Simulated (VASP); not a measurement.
Here is a VASP 6.6.1 calculation.

File INCAR:

```
ALGO     = Normal         # electronic algorithm
EDIFF    = 1E-6           # SCF threshold, eV
ENCUT    = 500            # plane-wave cutoff, eV
GGA      = PS             # functional
GGA_COMPAT= False        
ISIF     = 2              # what is computed and relaxed
ISMEAR   = 1              # smearing method
LASPH    = True           # aspherical terms in the spheres
LCHARG   = False          # write CHGCAR
LREAL    = False          # projectors in reciprocal space
LWAVE    = False          # write WAVECAR
NBANDS   = 11             # bands
NELM     = 120            # most SCF steps
PREC     = Accurate       # precision mode
SIGMA    = 0.1            # smearing width, eV
```

Contents of KPOINTS:

```
k-points
0
Gamma
  15 15 15
```

The input POSCAR:

```
Ba
1.0
   -2.4399092819      2.4399092819      2.4399092819
    2.4399092819     -2.4399092819      2.4399092819
    2.4399092819      2.4399092819     -2.4399092819
Ba
1
Direct
    0.0000000000      0.0000000000      0.0000000000
```

Potentials or basis: VASP PAW PBE potentials, release 64 (Ba_sv).

Command:

```sh
$ cat potpaw_PBE.64/Ba_sv/POTCAR > POTCAR
$ mpirun -np 1 vasp_std > vasp.out
```

**Question.** Predict the pressure.

**Answer.** 0.1 GPa.

**Question.** Estimate the band gap on the k mesh.

**Answer.** Zero (bands 5 and 6 overlap by 1.09 eV).

Caveat: the PAW data sets were made with another functional, which shifts forces and pressure a little; spin-orbit coupling is left out, which moves the levels of the heavy elements.
